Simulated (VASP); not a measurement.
# Ag (P6_3/mmc) in VASP: single point with r2SCAN

Aim: the single point of Ag with r2SCAN.

Program: VASP 6.6.1. These are calculated values, not measurements. Logs are shortened: lines on timing, memory, paths and dates and some standing lists are left out, and cuts for length are marked.

## Step 1: The cell of the first run

It takes space group P6_3/mmc (No. 194, hexagonal). The conventional cell has a = 2.904 Å, b = 2.904 Å, c = 4.747 Å, α = 90.00°, β = 90.00°, γ = 120.00°. Ag (site symmetry -6m2) has 12 Ag at 2.90 to 2.91 Å within 3.8 Å.

This isn't the form of Ag at room conditions, which is fcc.

## Step 2: Single point, r2SCAN

POSCAR

```
Ag
1.0
    2.9038553397      0.0000000000      0.0000000000
   -1.4519276699      2.5148124931      0.0000000000
    0.0000000000      0.0000000000      4.7471545850
Ag
2
Direct
    0.3333333333      0.6666666667      0.2500000000
    0.6666666667      0.3333333333      0.7500000000
```

INCAR.step1

```
PREC     = Accurate       # precision mode
ENCUT    = 520            # plane-wave cutoff, eV
ISMEAR   = 0              # smearing method
SIGMA    = 0.1            # smearing width, eV
LREAL    = False          # projectors in reciprocal space
LASPH    = True           # aspherical terms in the spheres
NELM     = 80             # most SCF steps
NBANDS   = 18             # bands
GGA      = PE             # functional
ALGO     = Normal         # electronic algorithm
EDIFF    = 1E-4           # SCF threshold, eV
LWAVE    = True           # write WAVECAR
LCHARG   = False          # write CHGCAR
```

INCAR.step2

```
PREC     = Accurate       # precision mode
ENCUT    = 520            # plane-wave cutoff, eV
EDIFF    = 1E-7           # SCF threshold, eV
ISMEAR   = 0              # smearing method
SIGMA    = 0.1            # smearing width, eV
LREAL    = False          # projectors in reciprocal space
LASPH    = True           # aspherical terms in the spheres
NELM     = 80             # most SCF steps
ALGO     = Normal         # electronic algorithm
ISIF     = 2              # what is computed and relaxed
LWAVE    = False          # write WAVECAR
LCHARG   = False          # write CHGCAR
METAGGA  = R2SCAN         # meta-GGA
LMIXTAU  = True         
NBANDS   = 18             # bands
ISTART   = 1
```

KPOINTS

```
Automatic mesh
0
Gamma
  18 18 10
```

Potentials or basis: VASP PAW PBE potentials, release 64 (Ag).

Command:

```sh
$ cat potpaw_PBE.64/Ag/POTCAR > POTCAR
$ cp INCAR.step1 INCAR
$ mpirun -np 1 vasp_std > vasp.out
$ cp INCAR.step2 INCAR
$ mpirun -np 1 vasp_std > vasp.out
```

OUTCAR:

```text
PREC = Accurate
   ENCUT = 520
   EDIFF = 1E-7
   ISMEAR = 0
   LREAL = False
   LASPH = True
   NELM = 80
   ISIF = 2
   METAGGA = R2SCAN
   ISTART = 1

 ion  position               nearest neighbor table
   1  0.333  0.667  0.250-   2 2.91   2 2.91   2 2.91   2 2.91   2 2.91   2 2.91
   2  0.667  0.333  0.750-   1 2.91   1 2.91   1 2.91   1 2.91   1 2.91   1 2.91

  LATTYP: Found a hexagonal cell.
 ALAT       =     2.9038553397
 C/A-ratio  =     1.6347765400

  Lattice vectors:

 A1 = (   2.9038553397,   0.0000000000,   0.0000000000)
 A2 = (  -1.4519276699,   2.5148124931,   0.0000000000)
 A3 = (   0.0000000000,   0.0000000000,   4.7471545850)

Analysis of symmetry for initial positions (statically):
=====================================================================
 Subroutine PRICEL returns:
 Original cell was already a primitive cell.

 Routine SETGRP: Setting up the symmetry group for a
 hexagonal supercell.

 Subroutine GETGRP returns: Found 24 space group operations
 (whereof 12 operations were pure point group operations)
 out of a pool of 24 trial point group operations.

The static configuration has the point symmetry D_3d.
 The point group associated with its full space group is D_6h.

Analysis of symmetry for dynamics (positions and initial velocities):
=====================================================================
 Subroutine PRICEL returns:
 Original cell was already a primitive cell.

 Routine SETGRP: Setting up the symmetry group for a
 hexagonal supercell.

 Subroutine GETGRP returns: Found 24 space group operations
 (whereof 12 operations were pure point group operations)
 out of a pool of 24 trial point group operations.

The dynamic configuration has the point symmetry D_3d.
 The point group associated with its full space group is D_6h.

 Subroutine INISYM returns: Found 24 space group operations
 (whereof 12 operations are pure point group operations),
 and found     1 'primitive' translations

----------------------------------------------------------------------------------------

                                     Primitive cell

  volume of cell :      34.6668

  direct lattice vectors                    reciprocal lattice vectors
     2.903855340  0.000000000  0.000000000     0.344369772  0.198821980  0.000000000
    -1.451927670  2.514812493  0.000000000     0.000000000  0.397643961  0.000000000
[... 78 lines left out ...]
   ICHARG =      0    charge: 1-file 2-atom 10-const
   ISPIN  =      1    spin polarized calculation?
   LNONCOLLINEAR =      F non collinear calculations
   LSORBIT =      F    spin-orbit coupling
   LASPH  =      T    aspherical Exc in radial PAW
   ENCUT  =  520.0 eV  38.22 Ry    6.18 a.u.   5.40  5.40  8.83*2*pi/ulx,y,z
   NELM   =     80;   NELMIN=  2; NELMDL=  0     # of ELM steps
   EDIFF  = 0.1E-06   stopping-criterion for ELM
   LREAL  =      F    real-space projection
   EDIFFG = 0.1E-05   stopping-criterion for IOM
   NSW    =      0    number of steps for IOM
   IBRION =     -1    ionic relax: 0-MD 1-quasi-New 2-CG
   NFREE  =      0    steps in history (QN), initial steepest desc. (CG)
   ISIF   =      2    stress and relaxation
   ISYM   =      2    0-nonsym 1-usesym 2-fastsym
   POTIM  = 0.5000    time-step for ionic-motion
   TEBEG  =    0.0;   TEEND  =   0.0 temperature during run
   PSTRESS=    0.0 pullay stress
   NELECT =      22.0000    total number of electrons
   NUPDOWN=      -1.0000    fix difference up-down
   EMIN   =  10.00;   EMAX   =-10.00  energy-range for DOS
   EFERMI =   0.00;   METHOD = LEGACY
   ISMEAR =     0;   SIGMA  =   0.10  broadening in eV -4-tet -1-fermi 0-gaus
   EFERMI_NEDOS =   21; number of points for ismear=-14 and -15
   IALGO  =     38    algorithm
   IMIX   =      4    mixing-type and parameters
     AMIX     =   0.40;   BMIX     =  1.00
     AMIX_MAG =   1.60;   BMIX_MAG =  1.00
  volume/ion in A,a.u.               =      17.33       116.97
  Fermi-wavevector in a.u.,A,eV,Ry     =   1.406839  2.658540 26.928597  1.979196
  Thomas-Fermi vector in A             =   2.529159
   LORBIT       =      0    0 simple, 1 ext, 2 COOP (PROOUT), +10 PAW based schemes
   METAGGA = R2SCAN    functional components
   LHFCALC =     F    Hartree Fock is set to
   AEXX    =    0.0000 exact exchange contribution
   IVDW    =     0    specifies the selected vdW correction
   LEPSILON=     F    determine dielectric tensor
   LRPA    =     F    only Hartree local field effects (RPA)
 non-spin polarized calculation
 Gauss-broadening in eV      SIGMA  =   0.10
  energy-cutoff  :      520.00
  volume of cell :       34.67
 maximum number of plane-waves:       966
 NGX is ok and might be reduce to    24
   NGX = 11   NGY = 11   NGZ = 17

 number of electron      22.0000006 magnetization

 Free energy of the ion-electron system (eV)
  ---------------------------------------------------
  ext. energy  EPLUGINS =         0.00000000
  ---------------------------------------------------
  free energy    TOTEN  =       -42.70608160 eV

  energy without entropy =      -42.70226797  energy(sigma->0) =      -42.70417479

 E-fermi :   8.1964     XC(G=0): -12.8508

 val. band max:        8.1671647697   @ k =   0.0556  -0.0000   0.0000
 cond. band min:       8.1996041016   @ k =   0.4444   0.0556   0.2000
 fundamental gap:      0.0324393318
 Fermi energy:         8.1963716835

 k-point     1 :       0.0000    0.0000    0.0000
  band No.  band energies     occupation
      1       0.3740      2.00000
      2       1.5805      2.00000
      3       3.1190      2.00000
      4       3.2156      2.00000
      5       3.2156      2.00000
      6       3.4506      2.00000
[... 481 lines left out ...]
      5       3.4535      2.00000
      6       3.6489      2.00000
[... 10 lines left out ...]
     17      19.5318      0.00000
     18      23.8341      0.00000

 [... further k-points ...]
[... 5 lines left out ...]
  --------------------------------------------------------------------------------------
  -------------------------------------------------------------------------------------
  Total        0.0235556      0.0235556      0.0284569     -0.0000000      0.0000000      0.0000000
  in kB        1.0886582      1.0886582      1.3151765     -0.0000000      0.0000000      0.0000000
  external PRESSURE =       1.1641643 kB  Pullay stress =       0.0000000 kB

 VOLUME and BASIS-vectors are now :
 -----------------------------------------------------------------------------
  energy-cutoff  :      520.00
  volume of cell :       34.67
      direct lattice vectors                 reciprocal lattice vectors
     2.903855340  0.000000000  0.000000000     0.344369772  0.198821980  0.000000000
    -1.451927670  2.514812493  0.000000000     0.000000000  0.397643961  0.000000000
     0.000000000  0.000000000  4.747154585     0.000000000  0.000000000  0.210652504

 POSITION                                       TOTAL-FORCE (eV/Angst)
 -----------------------------------------------------------------------------------
     -0.00000      1.67654      1.18679         0.000000     -0.000000      0.000000
      1.45193      0.83827      3.56037        -0.000000      0.000000      0.000000
 -----------------------------------------------------------------------------------
    total drift:                               -0.000000      0.000000     -0.000000

  FREE ENERGIE OF THE ION-ELECTRON SYSTEM (eV)
  ---------------------------------------------------
  free  energy   TOTEN  =       -42.7060816022 eV

  energy  without entropy=      -42.7022679737  energy(sigma->0) =      -42.70417479
```

OUTCAR.step1:

```text
PREC = Accurate
   ENCUT = 520
   ISMEAR = 0
   LREAL = False
   LASPH = True
[... 729 lines left out ...]
     -0.00000      1.67654      1.18679        -0.000000     -0.000000      0.000000
      1.45193      0.83827      3.56037         0.000000      0.000000      0.000000
 -----------------------------------------------------------------------------------
    total drift:                               -0.000000      0.000000     -0.000000

  FREE ENERGIE OF THE ION-ELECTRON SYSTEM (eV)
  ---------------------------------------------------
  free  energy   TOTEN  =        -5.4172662705 eV

  energy  without entropy=       -5.4130729272  energy(sigma->0) =       -5.41516960
```

Run time: 3.8 min. Hardware: 1 thread of Intel Xeon Platinum 8488C (Sapphire Rapids), shared host; peak memory 0.24 GiB.

What came out:

- Free energy: -42.7061 eV
- Pressure: 0.1 GPa
- Band gap on the k mesh: zero (bands 11 and 12 overlap by 7.93 eV)

Caveat: the PAW data sets were made with another functional, which shifts forces and pressure a little.

The gap in the log of VASP goes by the Fermi energy; the results here count the filled bands.